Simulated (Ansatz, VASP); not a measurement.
# Ge in VASP and in Ansatz

INCAR

```
PREC = Accurate
ENCUT = 520
EDIFF = 1E-6
ISMEAR = 0
SIGMA = 0.15
LREAL = False
LASPH = True
NELM = 60
ALGO = Fast
ISIF = 2
LWAVE = False
LCHARG = False
GGA = PE
NBANDS = 66
```

The input KPOINTS:

```
Automatic mesh
0
Gamma
  15 15 4
```

The input POSCAR:

```
Ge
1.0
    4.1215611567      0.0000000000      0.0000000000
   -2.0607805784      3.5693766649      0.0000000000
    0.0000000000      0.0000000000     12.9783839263
Ge
8
Direct
    0.0000000000      0.0000000000      0.4123984970
    0.0000000000      0.0000000000      0.5876015030
    0.0000000000      0.0000000000      0.9123984970
    0.0000000000      0.0000000000      0.0876015030
    0.3333333333      0.6666666667      0.3442031336
    0.6666666667      0.3333333333      0.6557968664
    0.6666666667      0.3333333333      0.8442031336
    0.3333333333      0.6666666667      0.1557968664
```

Input for Ansatz:

```yaml
crystal:
  lattice:
    - [4.1215611567, 0.0, 0.0]
    - [-2.0607805784, 3.5693766649, 0.0]
    - [0.0, 0.0, 12.9783839263]
  atoms:
    - { symbol: Ge, position: [0.0, 0.0, 0.412398497] }
    - { symbol: Ge, position: [0.0, 0.0, 0.587601503] }
    - { symbol: Ge, position: [0.0, 0.0, 0.912398497] }
    - { symbol: Ge, position: [0.0, 0.0, 0.087601503] }
    - { symbol: Ge, position: [0.3333333333, 0.6666666667, 0.3442031336] }
    - { symbol: Ge, position: [0.6666666667, 0.3333333333, 0.6557968664] }
    - { symbol: Ge, position: [0.6666666667, 0.3333333333, 0.8442031336] }
    - { symbol: Ge, position: [0.3333333333, 0.6666666667, 0.1557968664] }
basis:
  ecutwfc: 420
kpoints:
  mp_grid: { grid: [15, 15, 4] }
hamiltonian:
  xc: pbe
scf:
  occupations: { method: gaussian, width: 0.15 }
output:
  forces: true
  stress: true
  eigenvalues: true
```

Alike in both runs: task single point; functional PBE; k mesh 15 × 15 × 4; occupations gaussian, width 0.15 eV; no spin polarisation.

```csv
,VASP,Ansatz
version,VASP 6.6.1,Ansatz 0.2.0
potentials or method,"VASP PAW PBE potentials, release 64 (Ge_d), cutoff 520 eV","scalar-relativistic, plane waves, PAW"
valence electrons in the cell,112,112
```

```csv
,VASP,Ansatz,Ansatz less VASP
gap on the k mesh at the Fermi level (eV),none,none,-
pressure (GPa),1.0,1.0,+0.06
"traceless stress, the component that is largest in VASP (GPa)",7.81,7.83,+0.026
rms of the force components (eV/Å),0.967,0.969,+0.0027
```

Atom by atom the forces differ by 0.003 eV/Å (rms over components). A gap of «none» marks a metal or a gap that the smearing closes. With one functional, cell and mesh, what is left measures potentials, basis and numerics.
